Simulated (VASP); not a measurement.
# BAs (P6_3/mmc) in VASP: single point with PBEsol

Aim: the single point of BAs with PBEsol.

Program: VASP 6.6.1. These are calculated values, not measurements. Logs are shortened: lines on timing, memory, paths and dates and some standing lists are left out, and cuts for length are marked.

## (1) The cell of the first run

Symmetry: P6_3/mmc, No. 194, hexagonal system. The conventional cell has a = 3.366 Å, b = 3.366 Å, c = 8.745 Å, α = 90.00°, β = 90.00°, γ = 120.00°. B (site symmetry -6m2) has 3 As at 1.94 Å within 2.6 Å. As (site symmetry -6m2) has 3 B at 1.94 Å within 2.6 Å.

## (2) Single point, PBEsol

File INCAR:

```
SYSTEM = BAs
PREC = Accurate
ENCUT = 560
EDIFF = 1E-6
ISMEAR = 0
SIGMA = 0.01
LREAL = .False.
LASPH = .True.
NELM = 120
ALGO = Normal
ISIF = 2
LWAVE = .False.
LCHARG = .False.
GGA = PS
NBANDS = 26
GGA_COMPAT = .False.
```

File KPOINTS:

```
regular mesh
0
Gamma
  6 6 2
  0 0 0
```

File POSCAR:

```
BAs
1.0
    3.3658576581      0.0000000000      0.0000000000
   -1.6829288290      2.9149182375      0.0000000000
    0.0000000000      0.0000000000      8.7445942720
B As
2 2
Direct
    0.3333333333      0.6666666667      0.2500000000
    0.6666666667      0.3333333333      0.7500000000
    0.6666666667      0.3333333333      0.2500000000
    0.3333333333      0.6666666667      0.7500000000
```

Potentials or basis: VASP PAW PBE potentials, release 64 (B, As_d).

On the command line:

```sh
cat potpaw_PBE.64/B/POTCAR potpaw_PBE.64/As_d/POTCAR > POTCAR
mpirun -np 1 vasp_std > vasp.out
```

OUTCAR:

```text
SYSTEM = BAs
   PREC = Accurate
   ENCUT = 560
   EDIFF = 1E-6
   ISMEAR = 0
   LREAL = .False.
   LASPH = .True.
   NELM = 120
   ISIF = 2
   GGA = PS

 ion  position               nearest neighbor table
   1  0.333  0.667  0.250-   3 1.94   3 1.94   3 1.94
   2  0.667  0.333  0.750-   4 1.94   4 1.94   4 1.94
   3  0.667  0.333  0.250-   1 1.94   1 1.94   1 1.94
   4  0.333  0.667  0.750-   2 1.94   2 1.94   2 1.94

  LATTYP: Found a hexagonal cell.
 ALAT       =     3.3658576581
 C/A-ratio  =     2.5980285444

  Lattice vectors:

 A1 = (   3.3658576581,   0.0000000000,   0.0000000000)
 A2 = (  -1.6829288290,   2.9149182375,   0.0000000000)
 A3 = (   0.0000000000,   0.0000000000,   8.7445942720)

Analysis of symmetry for initial positions (statically):
=====================================================================
 Subroutine PRICEL returns:
 Original cell was already a primitive cell.

 Routine SETGRP: Setting up the symmetry group for a
 hexagonal supercell.

 Subroutine GETGRP returns: Found 24 space group operations
 (whereof 12 operations were pure point group operations)
 out of a pool of 24 trial point group operations.

The static configuration has the point symmetry D_3d.
 The point group associated with its full space group is D_6h.

Analysis of symmetry for dynamics (positions and initial velocities):
=====================================================================
 Subroutine PRICEL returns:
 Original cell was already a primitive cell.

 Routine SETGRP: Setting up the symmetry group for a
 hexagonal supercell.

 Subroutine GETGRP returns: Found 24 space group operations
 (whereof 12 operations were pure point group operations)
 out of a pool of 24 trial point group operations.

The dynamic configuration has the point symmetry D_3d.
 The point group associated with its full space group is D_6h.

 Subroutine INISYM returns: Found 24 space group operations
 (whereof 12 operations are pure point group operations),
 and found     1 'primitive' translations

----------------------------------------------------------------------------------------

                                     Primitive cell

  volume of cell :      85.7950

  direct lattice vectors                    reciprocal lattice vectors
     3.365857658  0.000000000  0.000000000     0.297101096  0.171531398  0.000000000
    -1.682928829  2.914918237  0.000000000     0.000000000  0.343062796  0.000000000
     0.000000000  0.000000000  8.744594272     0.000000000  0.000000000  0.114356363

  length of vectors
     3.365857658  3.365857658  8.744594272     0.343062796  0.343062796  0.114356363

  position of ions in fractional coordinates (direct lattice)
     0.333333333  0.666666667  0.250000000
     0.666666667  0.333333333  0.750000000
     0.666666667  0.333333333  0.250000000
     0.333333333  0.666666667  0.750000000

  ion indices of the primitive-cell ions
   primitive index   ion index
                 1           1
                 2           2
                 3           3
                 4           4

----------------------------------------------------------------------------------------

 KPOINTS: regular mesh

Automatic generation of k-mesh.
 Grid dimensions read from file:
 generate k-points for:    6    6    2

 Generating k-lattice:

  Cartesian coordinates                     Fractional coordinates (reciprocal lattice)
     0.049516849  0.028588566  0.000000000     0.166666667  0.000000000  0.000000000
     0.000000000  0.057177133  0.000000000     0.000000000  0.166666667  0.000000000
     0.000000000  0.000000000  0.057178182     0.000000000  0.000000000  0.500000000

  Length of vectors
     0.057177133  0.057177133  0.057178182

  Shift w.r.t. Gamma in fractional coordinates (k-lattice)
     0.000000000  0.000000000  0.000000000

 Subroutine IBZKPT returns following result:
 ===========================================

 Found     14 irreducible k-points:

 Following reciprocal coordinates:
            Coordinates               Weight
  0.000000  0.000000  0.000000      1.000000
  0.166667  0.000000  0.000000      6.000000
  0.333333  0.000000  0.000000      6.000000
  0.500000  0.000000  0.000000      3.000000
  0.166667  0.166667  0.000000      6.000000
  0.333333  0.166667  0.000000     12.000000
  0.333333  0.333333  0.000000      2.000000
  0.000000  0.000000  0.500000      1.000000
  0.166667  0.000000  0.500000      6.000000
  0.333333  0.000000  0.500000      6.000000
  0.500000  0.000000  0.500000      3.000000
  0.166667  0.166667  0.500000      6.000000
  0.333333  0.166667  0.500000     12.000000
  0.333333  0.333333  0.500000      2.000000
   k-points           NKPTS =     14   k-points in BZ     NKDIM =     14   number of bands    NBANDS=     26
   number of dos      NEDOS =    301   number of ions     NIONS =      4
   total plane-waves  NPLWV =  54880
   dimension x,y,z NGX =    28 NGY =   28 NGZ =   70
   dimension x,y,z NGXF=    56 NGYF=   56 NGZF=  140
   ions per type =               2   2
   NGX,Y,Z   is equivalent  to a cutoff of  13.83, 13.83, 13.31 a.u.
   NGXF,Y,Z  is equivalent  to a cutoff of  27.66, 27.66, 26.62 a.u.
 SYSTEM =  BAs
   PREC   = accura    normal or accurate (medium, high low for compatibility)
   ISTART =      0    job   : 0-new  1-cont  2-samecut
   ICHARG =      2    charge: 1-file 2-atom 10-const
   ISPIN  =      1    spin polarized calculation?
   LNONCOLLINEAR =      F non collinear calculations
   LSORBIT =      F    spin-orbit coupling
   LASPH  =      T    aspherical Exc in radial PAW
   ENCUT  =  560.0 eV  41.16 Ry    6.42 a.u.   6.49  6.49 16.87*2*pi/ulx,y,z
   NELM   =    120;   NELMIN=  2; NELMDL= -5     # of ELM steps
   EDIFF  = 0.1E-05   stopping-criterion for ELM
   LREAL  =      F    real-space projection
   EDIFFG = 0.1E-04   stopping-criterion for IOM
   NSW    =      0    number of steps for IOM
   IBRION =     -1    ionic relax: 0-MD 1-quasi-New 2-CG
   NFREE  =      0    steps in history (QN), initial steepest desc. (CG)
   ISIF   =      2    stress and relaxation
   ISYM   =      2    0-nonsym 1-usesym 2-fastsym
   POTIM  = 0.5000    time-step for ionic-motion
   TEBEG  =    0.0;   TEEND  =   0.0 temperature during run
   PSTRESS=    0.0 pullay stress
   NELECT =      36.0000    total number of electrons
   NUPDOWN=      -1.0000    fix difference up-down
   EMIN   =  10.00;   EMAX   =-10.00  energy-range for DOS
   EFERMI =   0.00;   METHOD = LEGACY
   ISMEAR =     0;   SIGMA  =   0.01  broadening in eV -4-tet -1-fermi 0-gaus
   EFERMI_NEDOS =   21; number of points for ismear=-14 and -15
   IALGO  =     38    algorithm
   IMIX   =      4    mixing-type and parameters
     AMIX     =   0.40;   BMIX     =  1.00
     AMIX_MAG =   1.60;   BMIX_MAG =  1.00
  volume/ion in A,a.u.               =      21.45       144.74
  Fermi-wavevector in a.u.,A,eV,Ry     =   1.225618  2.316082 20.437843  1.502139
  Thomas-Fermi vector in A             =   2.360649
   LORBIT       =      0    0 simple, 1 ext, 2 COOP (PROOUT), +10 PAW based schemes
   GGA     = PS    functional components
   LHFCALC =     F    Hartree Fock is set to
   AEXX    =    0.0000 exact exchange contribution
   IVDW    =     0    specifies the selected vdW correction
   LEPSILON=     F    determine dielectric tensor
   LRPA    =     F    only Hartree local field effects (RPA)
 non-spin polarized calculation
 Gauss-broadening in eV      SIGMA  =   0.01
  energy-cutoff  :      560.00
  volume of cell :       85.79
 maximum number of plane-waves:      2626
 NGX is ok and might be reduce to    28
   NGX = 13   NGY = 13   NGZ = 33

 number of electron      35.9999991 magnetization

 Free energy of the ion-electron system (eV)
  ---------------------------------------------------
  ext. energy  EPLUGINS =         0.00000000
  ---------------------------------------------------
  free energy    TOTEN  =       -22.64743344 eV

  energy without entropy =      -22.64743344  energy(sigma->0) =      -22.64743344

 E-fermi :   0.9737     XC(G=0):  -8.7032

 val. band max:        0.9169982641   @ k =   0.3333   0.3333   0.5000
 cond. band min:       1.6410963999   @ k =   0.3333   0.3333   0.5000
 fundamental gap:      0.7240981358
 Fermi energy:         0.9736603206

 k-point     1 :       0.0000    0.0000    0.0000
  band No.  band energies     occupation
      1     -34.4669      2.00000
      2     -34.4668      2.00000
      3     -34.4439      2.00000
      4     -34.4439      2.00000
      5     -34.4439      2.00000
      6     -34.4439      2.00000
[... 18 lines left out ...]
     25       5.8344      0.00000
     26       8.1588      0.00000

 k-point     2 :       0.1667    0.0000    0.0000
  band No.  band energies     occupation
      1     -34.4653      2.00000
      2     -34.4652      2.00000
      3     -34.4429      2.00000
      4     -34.4429      2.00000
      5     -34.4398      2.00000
      6     -34.4398      2.00000
[... 18 lines left out ...]
     25       7.3218      0.00000
     26       7.4063      0.00000

 k-point     3 :       0.3333    0.0000    0.0000
  band No.  band energies     occupation
      1     -34.4627      2.00000
      2     -34.4626      2.00000
      3     -34.4402      2.00000
      4     -34.4402      2.00000
      5     -34.4316      2.00000
      6     -34.4316      2.00000
[... 18 lines left out ...]
     25       9.5399      0.00000
     26      10.6357      0.00000

 k-point     4 :       0.5000    0.0000    0.0000
  band No.  band energies     occupation
      1     -34.4617      2.00000
      2     -34.4617      2.00000
      3     -34.4384      2.00000
      4     -34.4384      2.00000
      5     -34.4317      2.00000
      6     -34.4317      2.00000
[... 18 lines left out ...]
     25       9.4573      0.00000
     26      11.6446      0.00000
[... 206 lines left out ...]
      1     -34.4628      2.00000
      2     -34.4628      2.00000
      3     -34.4409      2.00000
      4     -34.4409      2.00000
      5     -34.4340      2.00000
      6     -34.4340      2.00000
[... 18 lines left out ...]
     25       7.3254      0.00000
     26       7.3254      0.00000

 k-point    13 :       0.3333    0.1667    0.5000
  band No.  band energies     occupation
      1     -34.4605      2.00000
      2     -34.4605      2.00000
      3     -34.4377      2.00000
      4     -34.4377      2.00000
      5     -34.4311      2.00000
      6     -34.4311      2.00000
[... 18 lines left out ...]
     25       9.2937      0.00000
     26       9.2937      0.00000

 k-point    14 :       0.3333    0.3333    0.5000
  band No.  band energies     occupation
      1     -34.4589      2.00000
      2     -34.4589      2.00000
      3     -34.4344      2.00000
      4     -34.4344      2.00000
      5     -34.4309      2.00000
      6     -34.4309      2.00000
[... 18 lines left out ...]
     25      10.0247      0.00000
     26      10.0254      0.00000

------------------------ aborting loop because EDIFF is reached ----------------------------------------

  FORCE on cell =-STRESS in cart. coord.  units (eV):
  Direction    XX          YY          ZZ          XY          YZ          ZX
  --------------------------------------------------------------------------------------
  -------------------------------------------------------------------------------------
  Total       -0.2764440     -0.2764440     -0.1047665     -0.0000000      0.0000000      0.0000000
  in kB       -5.1624512     -5.1624512     -1.9564615     -0.0000000      0.0000000      0.0000000
  external PRESSURE =      -4.0937880 kB  Pullay stress =       0.0000000 kB

 VOLUME and BASIS-vectors are now :
 -----------------------------------------------------------------------------
  energy-cutoff  :      560.00
  volume of cell :       85.79
      direct lattice vectors                 reciprocal lattice vectors
     3.365857658  0.000000000  0.000000000     0.297101096  0.171531398  0.000000000
    -1.682928829  2.914918237  0.000000000     0.000000000  0.343062796  0.000000000
     0.000000000  0.000000000  8.744594272     0.000000000  0.000000000  0.114356363

 POSITION                                       TOTAL-FORCE (eV/Angst)
 -----------------------------------------------------------------------------------
     -0.00000      1.94328      2.18615         0.000000      0.000000      0.000000
      1.68293      0.97164      6.55845        -0.000000      0.000000     -0.000000
      1.68293      0.97164      2.18615        -0.000000     -0.000000      0.000000
     -0.00000      1.94328      6.55845         0.000000      0.000000      0.000000
 -----------------------------------------------------------------------------------
    total drift:                               -0.000000      0.000000      0.000000

  FREE ENERGIE OF THE ION-ELECTRON SYSTEM (eV)
  ---------------------------------------------------
  free  energy   TOTEN  =       -22.6474334364 eV

  energy  without entropy=      -22.6474334364  energy(sigma->0) =      -22.64743344
```

Wall time 21 s (1 thread of Intel Xeon 6975P-C (Granite Rapids), shared host); peak memory 0.22 GiB.

Results:

- Free energy: -22.6474 eV
- Pressure: -0.4 GPa
- Band gap on the k mesh: 0.72 eV

Stress tensor (GPa, compression positive):
```
-0.52  0.00  0.00
 0.00 -0.52  0.00
 0.00  0.00 -0.20
```

Caveat: semilocal functionals underestimate gaps, and a narrow one can read as zero; the PAW data sets were made with another functional, which shifts forces and pressure a little; this functional lacks dispersion, which binds layers or chains, so the pressure and a relaxed spacing across them are unreliable. A k mesh can miss the band edges.
